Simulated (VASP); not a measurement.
Set up this calculation in VASP 6.6.1, as the native input.

- Task: single point
- Functional: PBEsol
- Potentials or basis: VASP PAW PBE potentials, release 64 (Li_sv, O, Nb_sv)
- Cutoff: 520 eV
- k mesh: 6 × 6 × 1
- Occupations: methfessel-paxton, width 0.2 eV
- Spin: no spin polarisation
- Dipole correction: yes
- Further INCAR settings: LREAL = Auto; ALGO = Normal; EDIFF = 1e-06; NBANDS = 88

The structure of Li3Nb2O6 lies in POSCAR:

```
Li3Nb2O6
1.0
    5.1951977330      0.0000000000      0.0000000000
   -2.5975988665      4.4991732145      0.0000000000
    0.0000000000      0.0000000000     25.1187403668
Li O Nb
6 12 4
Direct
    0.3333333333      0.6666666667      0.2985818513
    0.0000000000      0.0000000000      0.3250081364
    0.0000000000      0.0000000000      0.4867868574
    0.6666666667      0.3333333333      0.5132131426
    0.6666666667      0.3333333333      0.6749918636
    0.3333333333      0.6666666667      0.7014181487
    0.3621923835      0.3790052278      0.3619274348
    0.6209947722      0.9831871558      0.3619274348
    0.0168128442      0.6378076165      0.3619274348
    0.6378076165      0.6209947722      0.4498675591
    0.3790052278      0.0168128442      0.4498675591
    0.9831871558      0.3621923835      0.4498675591
    0.0288590502      0.7123385611      0.5501324409
    0.2876614389      0.3165204891      0.5501324409
    0.6834795109      0.9711409498      0.5501324409
    0.3044742831      0.9543281056      0.6380725652
    0.0456718944      0.3501461776      0.6380725652
    0.6498538224      0.6955257169      0.6380725652
    0.6666666667      0.3333333333      0.3933683848
    0.3333333333      0.6666666667      0.4184266090
    0.3333333333      0.6666666667      0.5815733910
    0.0000000000      0.0000000000      0.6066316152
```

One way to write it, as run:

INCAR

```
SYSTEM = Li3Nb2O6
PREC = Accurate
ENCUT = 520
EDIFF = 1E-6
ISMEAR = 1
SIGMA = 0.2
LREAL = Auto
LASPH = .TRUE.
NELM = 100
ALGO = Normal
ISIF = 2
LWAVE = .FALSE.
LCHARG = .TRUE.
LDIPOL = .TRUE.
IDIPOL = 3
DIPOL = 0.5 0.5 0.500
GGA = PS
LELF = .TRUE.
LVHAR = .TRUE.
LVACPOTAV = .TRUE.
NBANDS = 88
```

KPOINTS

```
regular mesh
0
G
  6 6 1
  0 0 0
```

Potentials or basis: VASP PAW PBE potentials, release 64 (Li_sv, O, Nb_sv).

The run is started by

```bash
$ cat potpaw_PBE.64/Li_sv/POTCAR potpaw_PBE.64/O/POTCAR potpaw_PBE.64/Nb_sv/POTCAR > POTCAR
$ mpirun -np 1 vasp_std > vasp.out
```

Results of the run:

| Property | Result |
| --- | --- |
| Largest force | 1.388 eV/Å |
| Band gap on the k mesh | zero (band 71 reaches 1.12 eV, above the bottom of band 72 at 0.53 eV) |

Caveat: the PAW data sets were made with another functional, which shifts forces and pressure a little.

It took 11 min on 1 thread of AMD EPYC 7R13 Processor (Zen 3), with other jobs on the host, peak memory 0.74 GiB.
